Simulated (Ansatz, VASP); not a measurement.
# Be2C: VASP beside Ansatz

```
CELL_PARAMETERS angstrom
0.00000 2.20669 2.20669
2.20669 0.00000 2.20669
2.20669 2.20669 0.00000
ATOMIC_POSITIONS crystal
Be 0.25000 0.25000 0.25000
Be 0.75000 0.75000 0.75000
C 0.00000 0.00000 0.00000
```

Alike in both runs: task single point; functional PBE; k mesh 12 × 12 × 12; occupations gaussian, width 0.02 eV; no spin polarisation.

```csv
,VASP,Ansatz
version,VASP 6.6.1,Ansatz 0.2.0
potentials or method,"VASP PAW PBE potentials, release 64 (Be, C), cutoff 600 eV","scalar-relativistic, plane waves, PAW"
valence electrons in the cell,8,8
```

VASP gave:

```
gap on the k mesh at the Fermi level (eV) : 1.13
least direct gap on the mesh (eV)         : 4.02
pressure (GPa)                            : -10.4
```

**Question.** Which values does Ansatz return?

**Answer.** gap on the k mesh at the Fermi level (eV): 1.14; least direct gap on the mesh (eV): 4.03; pressure (GPa): -10.6.
